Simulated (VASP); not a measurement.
# H6C2O in VASP: notebook

Runs on H6C2O. Level: PBE+D3(BJ). Tasks: single point, relaxation of the atoms.

Everything below comes from runs of VASP 6.6.1. Logs are shortened: lines on timing, memory, paths and dates and some standing lists are left out, and cuts for length are marked.

## Step 1: The cell of the first run

The cell holds an amorphous packing of atoms, 36 atoms: a = 7.294 Å, b = 7.294 Å, c = 7.294 Å, α = 90.00°, β = 90.00°, γ = 90.00°.

## Step 2: Single point, PBE+D3(BJ)

The input, INCAR:

```
PREC = Accurate ; ENCUT = 520
EDIFF = 1E-7 ; ISMEAR = -1
SIGMA = 0.02 ; LREAL = Auto
LASPH = True ; NELM = 100
ALGO = Normal ; ISIF = 2
LWAVE = False ; LCHARG = False
GGA = PE ; IVDW = 12
NBANDS = 64
```

The input, KPOINTS:

```
Automatic mesh
0
Gamma
  1 1 1
```

The input, POSCAR:

```
H6C2O
1.0
    7.2936330000      0.0000000000      0.0000000000
    0.0000000000      7.2936330000      0.0000000000
    0.0000000000      0.0000000000      7.2936330000
C O H
8 4 24
Direct
    0.2309685722      0.5110621826      0.3236521498
    0.0509348359      0.6119858238      0.2942292271
    0.6365826194      0.3065002037      0.6644425350
    0.7639128539      0.1592484843      0.7431961548
    0.3304114698      0.7007344625      0.7995192519
    0.1256027003      0.6586018244      0.8108853297
    0.5673989903     -0.0443674641      0.2742391892
    0.4836684270      0.1113299778      0.1778674633
   -0.0671407514      0.5333007570      0.1481840394
    0.7008304366     -0.0185230049      0.6859955800
    0.0764228197      0.4686964644      0.7427848371
    0.2891151776      0.0936433188      0.1951428047
   -0.1379422299      0.4342828876      0.2026150754
   -0.0430375370      0.6139738591      0.4152114591
    0.0863767069      0.7384248700      0.2466671959
    0.3355940723      0.5971509672      0.3929180424
    0.2034925530      0.3903404517      0.4096998026
    0.2744037162      0.4611282196      0.1870672681
    0.7945285978     -0.1138253049      0.6760005610
    0.9077780579      0.2060701436      0.7018450202
    0.7790630540      0.1487873053      0.8969604037
    0.6505537090      0.4429479794      0.7007481731
    0.6317427817      0.2814920904      0.5137220367
    0.4869452576      0.2818074340      0.7050395873
   -0.0412140287      0.4427560312      0.8048800920
    0.0772728762      0.6683911845      0.9487041643
    0.0513872853      0.7545211008      0.7195179686
    0.3645645455      0.8294083346      0.8857314318
    0.4156090662      0.5844275411      0.8349062806
    0.3609586608      0.7539589667      0.6553935467
    0.2099365296      0.1551764395      0.1109049496
    0.5223322863      0.2571832172      0.2329703181
    0.5050569449      0.1152649167      0.0315754851
    0.7062186979     -0.0599838242      0.2435960241
    0.5699080280     -0.0374573275      0.4262210616
    0.5057973166     -0.1733978115      0.2507803724
```

Potentials or basis: VASP PAW PBE potentials, release 64 (C, O, H).

Run with:

```console
cat potpaw_PBE.64/C/POTCAR potpaw_PBE.64/O/POTCAR potpaw_PBE.64/H/POTCAR > POTCAR
mpirun -np 1 vasp_gam > vasp.out
```

OUTCAR:

```text
PREC = Accurate
   ENCUT = 520
   EDIFF = 1E-7
   ISMEAR = -1
   LREAL = Auto
   LASPH = True
   NELM = 100
   ISIF = 2
   GGA = PE
   IVDW = 12
 IVDW          = 12

 ion  position               nearest neighbor table
   1  0.231  0.511  0.324-  17 1.10  18 1.11  16 1.11   2 1.52
   2  0.051  0.612  0.294-  15 1.02  14 1.12   9 1.49   1 1.52
   3  0.637  0.307  0.664-  22 1.03  23 1.11  24 1.15   4 1.53
   4  0.764  0.159  0.743-  21 1.13  20 1.14  10 1.44   3 1.53
   5  0.330  0.701  0.800-  29 1.08  30 1.14  28 1.16   6 1.53
   6  0.126  0.659  0.811-  26 1.07  27 1.11  11 1.51   5 1.53
   7  0.567  0.956  0.274-  34 1.04  36 1.06  35 1.11   8 1.47
   8  0.484  0.111  0.178-  33 1.08  32 1.17  12 1.43   7 1.47
   9  0.933  0.533  0.148-  13 0.97   2 1.49
  10  0.701  0.981  0.686-  19 0.98   4 1.44
  11  0.076  0.469  0.743-  25 0.99   6 1.51
  12  0.289  0.094  0.195-  31 0.96   8 1.43
  13  0.862  0.434  0.203-   9 0.97
  14  0.957  0.614  0.415-   2 1.12
  15  0.086  0.738  0.247-   2 1.02
  16  0.336  0.597  0.393-   1 1.11
  17  0.203  0.390  0.410-   1 1.10
  18  0.274  0.461  0.187-   1 1.11
[... 16 lines left out ...]
  35  0.570  0.963  0.426-   7 1.11
  36  0.506  0.827  0.251-   7 1.06

  LATTYP: Found a simple cubic cell.
 ALAT       =     7.2936330000

  Lattice vectors:

 A1 = (   7.2936330000,   0.0000000000,   0.0000000000)
 A2 = (   0.0000000000,   7.2936330000,   0.0000000000)
 A3 = (   0.0000000000,   0.0000000000,   7.2936330000)

Analysis of symmetry for initial positions (statically):
=====================================================================
 Subroutine PRICEL returns:
 Original cell was already a primitive cell.

 Routine SETGRP: Setting up the symmetry group for a
 simple cubic supercell.

 Subroutine GETGRP returns: Found  1 space group operations
 (whereof  1 operations were pure point group operations)
 out of a pool of 48 trial point group operations.

The static configuration has the point symmetry C_1 .

Analysis of symmetry for dynamics (positions and initial velocities):
=====================================================================
 Subroutine PRICEL returns:
 Original cell was already a primitive cell.

 Routine SETGRP: Setting up the symmetry group for a
 simple cubic supercell.

 Subroutine GETGRP returns: Found  1 space group operations
 (whereof  1 operations were pure point group operations)
 out of a pool of 48 trial point group operations.

The dynamic configuration has the point symmetry C_1 .

 Subroutine INISYM returns: Found  1 space group operations
 (whereof  1 operations are pure point group operations),
 and found     1 'primitive' translations

----------------------------------------------------------------------------------------

                                     Primitive cell

  volume of cell :     388.0000

  direct lattice vectors                    reciprocal lattice vectors
     7.293633000  0.000000000  0.000000000     0.137105884  0.000000000  0.000000000
     0.000000000  7.293633000  0.000000000     0.000000000  0.137105884  0.000000000
     0.000000000  0.000000000  7.293633000     0.000000000  0.000000000  0.137105884

  length of vectors
     7.293633000  7.293633000  7.293633000     0.137105884  0.137105884  0.137105884

  position of ions in fractional coordinates (direct lattice)
     0.230968572  0.511062183  0.323652150
     0.050934836  0.611985824  0.294229227
     0.636582619  0.306500204  0.664442535
     0.763912854  0.159248484  0.743196155
     0.330411470  0.700734463  0.799519252
     0.125602700  0.658601824  0.810885330
[... 28 lines left out ...]
     0.569908028  0.962542672  0.426221062
     0.505797317  0.826602188  0.250780372

  ion indices of the primitive-cell ions
   primitive index   ion index
                 1           1
                 2           2
                 3           3
                 4           4
                 5           5
                 6           6
[... 28 lines left out ...]
                35          35
                36          36

----------------------------------------------------------------------------------------

 KPOINTS: Automatic mesh

Automatic generation of k-mesh.
 Grid dimensions read from file:
 generate k-points for:    1    1    1

 Generating k-lattice:

  Cartesian coordinates                     Fractional coordinates (reciprocal lattice)
     0.137105884  0.000000000  0.000000000     1.000000000  0.000000000  0.000000000
     0.000000000  0.137105884  0.000000000     0.000000000  1.000000000  0.000000000
     0.000000000  0.000000000  0.137105884     0.000000000  0.000000000  1.000000000

  Length of vectors
     0.137105884  0.137105884  0.137105884

  Shift w.r.t. Gamma in fractional coordinates (k-lattice)
     0.000000000  0.000000000  0.000000000

 Subroutine IBZKPT returns following result:
 ===========================================

 Found      1 irreducible k-points:

 Following reciprocal coordinates:
            Coordinates               Weight
  0.000000  0.000000  0.000000      1.000000
   k-points           NKPTS =      1   k-points in BZ     NKDIM =      1   number of bands    NBANDS=     64
   number of dos      NEDOS =    301   number of ions     NIONS =     36
   total plane-waves  NPLWV = 157464
   dimension x,y,z NGX =    54 NGY =   54 NGZ =   54
   dimension x,y,z NGXF=   108 NGYF=  108 NGZF=  108
   ions per type =               8   4  24
   NGX,Y,Z   is equivalent  to a cutoff of  12.31, 12.31, 12.31 a.u.
   NGXF,Y,Z  is equivalent  to a cutoff of  24.62, 24.62, 24.62 a.u.
 SYSTEM =  unknown system
   PREC   = accura    normal or accurate (medium, high low for compatibility)
   ISTART =      0    job   : 0-new  1-cont  2-samecut
   ICHARG =      2    charge: 1-file 2-atom 10-const
   ISPIN  =      1    spin polarized calculation?
   LNONCOLLINEAR =      F non collinear calculations
   LSORBIT =      F    spin-orbit coupling
   LASPH  =      T    aspherical Exc in radial PAW
   ENCUT  =  520.0 eV  38.22 Ry    6.18 a.u.  13.56 13.56 13.56*2*pi/ulx,y,z
   NELM   =    100;   NELMIN=  2; NELMDL= -5     # of ELM steps
   EDIFF  = 0.1E-06   stopping-criterion for ELM
   LREAL  =      T    real-space projection
   EDIFFG = 0.1E-05   stopping-criterion for IOM
   NSW    =      0    number of steps for IOM
   IBRION =     -1    ionic relax: 0-MD 1-quasi-New 2-CG
   NFREE  =      0    steps in history (QN), initial steepest desc. (CG)
   ISIF   =      2    stress and relaxation
   ISYM   =      2    0-nonsym 1-usesym 2-fastsym
   POTIM  = 0.5000    time-step for ionic-motion
   TEBEG  =    0.0;   TEEND  =   0.0 temperature during run
   PSTRESS=    0.0 pullay stress
   NELECT =      80.0000    total number of electrons
   NUPDOWN=      -1.0000    fix difference up-down
   EMIN   =  10.00;   EMAX   =-10.00  energy-range for DOS
   EFERMI =   0.00;   METHOD = LEGACY
   ISMEAR =    -1;   SIGMA  =   0.02  broadening in eV -4-tet -1-fermi 0-gaus
   EFERMI_NEDOS =   21; number of points for ismear=-14 and -15
   IALGO  =     38    algorithm
   IMIX   =      4    mixing-type and parameters
     AMIX     =   0.40;   BMIX     =  1.00
     AMIX_MAG =   1.60;   BMIX_MAG =  1.00
  volume/ion in A,a.u.               =      10.78        72.73
  Fermi-wavevector in a.u.,A,eV,Ry     =   0.967151  1.827650 12.726630  0.935381
  Thomas-Fermi vector in A             =   2.097013
   LORBIT       =      0    0 simple, 1 ext, 2 COOP (PROOUT), +10 PAW based schemes
   GGA     = PE    functional components
   LHFCALC =     F    Hartree Fock is set to
   AEXX    =    0.0000 exact exchange contribution
   IVDW    =    12    specifies the selected vdW correction
   LEPSILON=     F    determine dielectric tensor
   LRPA    =     F    only Hartree local field effects (RPA)
 non-spin polarized calculation
  energy-cutoff  :      520.00
  volume of cell :      388.00
 maximum number of plane-waves:      5198
 NGX is ok and might be reduce to    54
   NGX = 27   NGY = 27   NGZ = 27

 number of electron      79.9999990 magnetization

 Free energy of the ion-electron system (eV)
  ---------------------------------------------------
  ext. energy  EPLUGINS =         0.00000000
  ---------------------------------------------------
  free energy    TOTEN  =      -186.07086058 eV

  energy without entropy =     -186.07086058  energy(sigma->0) =     -186.07086058

 E-fermi :  -2.3693     XC(G=0):  -6.4769

 val. band max:       -2.9184484677   @ k =   0.0000   0.0000   0.0000
 cond. band min:       1.7669488992   @ k =   0.0000   0.0000   0.0000
 fundamental gap:      4.6853973669
 Fermi energy:        -2.3692821750

 k-point     1 :       0.0000    0.0000    0.0000
  band No.  band energies     occupation
      1     -22.4305      2.00000
      2     -22.1907      2.00000
      3     -22.1649      2.00000
      4     -21.6856      2.00000
      5     -15.6129      2.00000
      6     -15.5335      2.00000
[... 44 lines left out ...]
     51       5.1070      0.00000
     52       5.2741      0.00000
 [bands above 52 left out]

------------------------ aborting loop because EDIFF is reached ----------------------------------------

 Edisp (eV)   -1.31609

 E8    (eV) :    -0.2894

  FORCE on cell =-STRESS in cart. coord.  units (eV):
  Direction    XX          YY          ZZ          XY          YZ          ZX
  --------------------------------------------------------------------------------------
  -------------------------------------------------------------------------------------
  Total      -1.01627    -0.44945    -0.15287    -1.93169    -1.19364    -2.61005
  in kB      -4.19652    -1.85591    -0.63123    -7.97656    -4.92891   -10.77772
  external pressure =       -2.23 kB  Pullay stress =        0.00 kB

 VOLUME and BASIS-vectors are now :
 -----------------------------------------------------------------------------
  energy-cutoff  :      520.00
  volume of cell :      388.00
      direct lattice vectors                 reciprocal lattice vectors
     7.293633000  0.000000000  0.000000000     0.137105884  0.000000000  0.000000000
     0.000000000  7.293633000  0.000000000     0.000000000  0.137105884  0.000000000
     0.000000000  0.000000000  7.293633000     0.000000000  0.000000000  0.137105884

 POSITION                                       TOTAL-FORCE (eV/Angst)
 -----------------------------------------------------------------------------------
      1.68460      3.72750      2.36060        -0.657649     -0.776799      0.119884
      0.37150      4.46360      2.14600        -1.455783     -2.665533      0.748806
      4.64300      2.23550      4.84620        -2.545330     -3.374677     -0.479439
      5.57170      1.16150      5.42060         1.462174      0.515617      0.919398
      2.40990      5.11090      5.83140        -0.243679      2.223479     -1.124238
      0.91610      4.80360      5.91430         0.063292     -0.990035     -1.249986
[... 28 lines left out ...]
      4.15670      7.02043      3.10870        -0.339765      0.563248     -0.341660
      3.68910      6.02893      1.82910        -0.880731     -1.138898     -0.862122
 -----------------------------------------------------------------------------------
    total drift:                               -0.008309     -0.002502      0.006155

  FREE ENERGIE OF THE ION-ELECTRON SYSTEM (eV)
  ---------------------------------------------------
  free  energy   TOTEN  =      -187.3869533258 eV

  energy  without entropy=     -187.3869533257  energy(sigma->0) =     -187.38695333
```

It took 31 s on 1 thread of Intel Xeon 6975P-C (Granite Rapids), shared host; peak memory 0.34 GiB.

What came out:

* Free energy: -187.3870 eV
* Pressure: -0.2 GPa
* Largest force: 4.254 eV/Å
* Band gap on the k mesh: 4.69 eV
* Dispersion energy per atom: -0.037 eV

Forces on the atoms (eV/Å):
```
C   -0.658 -0.777  0.120
C   -1.456 -2.666  0.749
C   -2.545 -3.375 -0.479
C    1.462  0.516  0.919
C   -0.244  2.223 -1.124
C    0.063 -0.990 -1.250
C   -0.014  0.202  2.044
C   -1.462  2.374 -0.272
O    0.467 -0.139  0.323
O   -0.022  0.179 -0.390
O    0.084  1.287  0.787
O   -0.683 -1.194  1.575
H    0.053 -0.008  0.062
H    0.823  0.334 -0.036
H    0.227  3.134 -0.882
H   -0.320 -0.196 -0.365
H    0.344 -0.024 -0.031
H    0.301  0.312  0.320
H    0.195  0.625  0.260
H   -0.785 -1.142 -0.288
H   -0.519  0.598 -0.510
H    1.085  2.082  0.452
H    0.248  0.536  0.403
H    1.025 -0.203 -0.150
H    0.704  0.180 -0.135
H   -0.398  0.102  0.676
H   -0.008  0.119  0.234
H   -0.357 -1.488 -0.482
H    0.265 -0.178  0.202
H    0.106 -0.815  1.027
H    0.271  0.732 -0.785
H    0.053 -1.490 -0.350
H    0.854 -0.160 -0.675
H    2.059 -0.113 -0.744
H   -0.340  0.563 -0.342
H   -0.881 -1.139 -0.862
```

Caveat: the k points lie up to 0.86 Å⁻¹ apart.

[end of part 1 of 4]
